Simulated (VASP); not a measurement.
Crystal: Li2Al3H9.

```xyz
14
Lattice="4.0969 0.0000 0.0000 0.0000 4.0969 0.0000 0.0000 0.0000 12.2907" Properties=species:S:1:pos:R:3 pbc="T T T"
Li    2.0484    2.0484   10.2422
Li    2.0484    2.0484    2.0484
Al    0.0000    0.0000    8.1938
Al    0.0000    0.0000    0.0000
Al    0.0000    0.0000    4.0969
H     2.0484    0.0000    8.1938
H     2.0484    0.0000    0.0000
H     2.0484    0.0000    4.0969
H     0.0000    2.0484    8.1938
H     0.0000    2.0484    0.0000
H     0.0000    2.0484    4.0969
H     0.0000    0.0000   10.2422
H     0.0000    0.0000    2.0484
H     0.0000    0.0000    6.1453
```

| Item | Value |
| --- | --- |
| Program | VASP 6.6.1 |
| Task | relaxation of cell and atoms |
| Functional | PBE |
| Potentials or basis | VASP PAW PBE potentials, release 64 (Li_sv, Al, H) |
| Cutoff | 600 eV |
| k mesh | 4 × 4 × 2 |
| Occupations | gaussian, width 0.1 eV |
| Spin | no spin polarisation |

At the start: pressure -9.1 GPa; volume 14.74 Å³/atom.

Task: How do energy, volume and symmetry change on relaxing?

Result: Over 21 steps the energy falls by 187.1 meV/atom and the volume is 10.64 Å³/atom (-27.8 %); space group P4/mmm (No. 123, to 0.05 Å).

The path:
| step | energy change (eV) | largest force (eV/Å) | pressure (GPa) | volume (Å³) |
| --- | --- | --- | --- | --- |
| 1 | 0.0000 | 0.8473 | -9.14 | 206.29 |
| 2 | -1.3577 | 0.5759 | -7.33 | 182.19 |
| 3 | -2.3503 | 0.1836 | -2.79 | 154.66 |
| 4 | -2.4357 | 0.4354 | 0.65 | 143.02 |
| 5 | -2.4412 | 0.3503 | -0.17 | 145.40 |
| 6 | -2.4403 | 0.3883 | 0.18 | 144.33 |
| 7 | -2.4611 | 0.1471 | 0.37 | 143.76 |
| 8 | -2.4664 | 0.1633 | 0.55 | 143.28 |
| 9 | -2.4830 | 0.1336 | 0.29 | 144.09 |
| 10 | -2.5078 | 0.2434 | -0.37 | 146.55 |
| 11 | -2.5275 | 0.1679 | -0.24 | 146.33 |
| 12 | -2.5585 | 0.2190 | 0.21 | 145.65 |
| 13 | -2.5741 | 0.1415 | 0.23 | 145.96 |
| 14 | -2.5760 | 0.1292 | 0.24 | 146.10 |
| 15 | -2.5849 | 0.1018 | -0.01 | 146.93 |
| 16 | -2.5926 | 0.1025 | -0.48 | 148.64 |
| 17 | -2.6026 | 0.1019 | -0.17 | 147.89 |
| 18 | -2.6079 | 0.1033 | 0.29 | 146.87 |
| 19 | -2.6148 | 0.0578 | 0.18 | 147.51 |
| 20 | -2.6161 | 0.1329 | 0.11 | 147.93 |
| 21 | -2.6193 | 0.0183 | -0.18 | 148.91 |

Final structure:
```cif
data_structure
_symmetry_space_group_name_H-M 'P 1'
_symmetry_Int_Tables_number 1
_cell_length_a 3.6886
_cell_length_b 3.6886
_cell_length_c 10.9446
_cell_angle_alpha 90.000
_cell_angle_beta 90.000
_cell_angle_gamma 90.000
_cell_volume 148.91
loop_
_atom_site_label
_atom_site_type_symbol
_atom_site_fract_x
_atom_site_fract_y
_atom_site_fract_z
_atom_site_occupancy
Li1 Li 0.50000 0.50000 0.78220 1
Li2 Li 0.50000 0.50000 0.21780 1
Al1 Al 0.00000 0.00000 0.66154 1
Al2 Al 0.00000 0.00000 0.00000 1
Al3 Al 0.00000 0.00000 0.33846 1
H1 H 0.50000 0.00000 0.68178 1
H2 H 0.50000 0.00000 0.00000 1
H3 H 0.50000 0.00000 0.31822 1
H4 H 0.00000 0.50000 0.68178 1
H5 H 0.00000 0.50000 0.00000 1
H6 H 0.00000 0.50000 0.31822 1
H7 H 0.00000 0.00000 0.83738 1
H8 H 0.00000 0.00000 0.16262 1
H9 H 0.00000 0.00000 0.50000 1
```

Caveat: the k points lie up to 0.43 Å⁻¹ apart in the final cell; the cutoff is under 1.25 times the usual one of these potentials, so pressure, stress and relaxed cells hold a basis-set (Pulay) error; the volume moved by over 15 % at a fixed basis, so the end points are rough.
